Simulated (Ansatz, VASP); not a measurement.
# Ti in VASP and in Ansatz

The input INCAR:

```
SYSTEM = Ti
ALGO = Fast
EDIFF = 1E-7
ENCUT = 520
GGA = PE
ISIF = 2
ISMEAR = 0
LASPH = .True.
LCHARG = .False.
LREAL = .False.
LWAVE = .False.
NBANDS = 19
NELM = 100
PREC = Accurate
SIGMA = 0.15
```

KPOINTS

```
k-points
0
Gamma
  18 18 10
  0 0 0
```

POSCAR

```
Ti
1.0
    2.8614979246      0.0000000000      0.0000000000
   -1.4307489623      2.4781298956      0.0000000000
    0.0000000000      0.0000000000      4.8265800000
Ti
2
Direct
    0.3333333333      0.6666666667      0.2500000000
    0.6666666667      0.3333333333      0.7500000000
```

Input for Ansatz:

```yaml
crystal:
  lattice:
    - [2.8614979246, 0.0, 0.0]
    - [-1.4307489623, 2.4781298956, 0.0]
    - [0.0, 0.0, 4.82658]
  atoms:
    - { symbol: Ti, position: [0.3333333333, 0.6666666667, 0.25] }
    - { symbol: Ti, position: [0.6666666667, 0.3333333333, 0.75] }
basis:
  ecutwfc: 420
kpoints:
  mp_grid: { grid: [18, 18, 10] }
hamiltonian:
  xc: pbe
scf:
  occupations: { method: gaussian, width: 0.15 }
output:
  forces: true
  stress: true
  eigenvalues: true
```

Change from the starting cell: strain -0.030 along x and y, +0.030 along z, atoms carried along.

Alike in both runs: task single point; functional PBE; k mesh 18 × 18 × 10; occupations gaussian, width 0.15 eV; no spin polarisation.

|  | VASP | Ansatz |
| --- | --- | --- |
| version | VASP 6.6.1 | Ansatz 0.2.0 |
| potentials or method | VASP PAW PBE potentials, release 64 (Ti_sv), cutoff 520 eV | scalar-relativistic, plane waves, PAW |
| valence electrons in the cell | 24 | 24 |

Ansatz gave:

* gap on the k mesh at the Fermi level (eV): none
* pressure (GPa): 1.9
* traceless stress, the component that is largest in VASP (GPa): -4.65

**Question.** What did VASP give for the same quantities?

**Answer.** gap on the k mesh at the Fermi level (eV): none; pressure (GPa): 1.6; traceless stress, the component that is largest in VASP (GPa): -4.63.

A gap of «none» marks a metal or a gap that the smearing closes.
